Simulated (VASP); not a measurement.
ZnS:

```
Zn S
1.0
     0.00000    2.69368    2.69368
     2.69368    0.00000    2.69368
     2.69368    2.69368    0.00000
Zn S
1 1
Direct
  0.00000 0.00000 0.00000
  0.25000 0.25000 0.25000
```

Program: VASP 6.6.1. Alike in all runs: task single point; no spin polarisation; cell as given.

Problem. Order these runs on this cell by their pressure, lowest first.
A. level r2SCAN; potentials or basis VASP PAW PBE potentials, release 64 (Zn, S); k mesh 6 × 6 × 6; cutoff (eV) 550; smearing tetrahedron
B. level LDA; potentials or basis VASP PAW LDA potentials, release 64 (Zn, S); k mesh 6 × 6 × 6; cutoff (eV) 500; smearing gaussian 0.1 eV
C. level revPBE; potentials or basis VASP PAW PBE potentials, release 64 (Zn, S); k mesh 4 × 4 × 4, shifted; cutoff (eV) 520; smearing gaussian 0.1 eV
D. level PBE; potentials or basis VASP PAW PBE potentials, release 64 (Zn, S); k mesh 2 × 2 × 2; cutoff (eV) 500; smearing gaussian 0.1 eV
E. level PBE; potentials or basis VASP PAW PBE potentials, release 64 (Zn, S); k mesh 6 × 6 × 6; cutoff (eV) 500; smearing gaussian 0.0045 eV

Solution. B (-3.7 GPa), A (0.1 GPa), E (2.5 GPa), C (4.3 GPa), D (8.4 GPa).

Caveats: some runs use coarse meshes; the PAW data sets were made with another functional, which shifts forces and pressure a little (some runs).
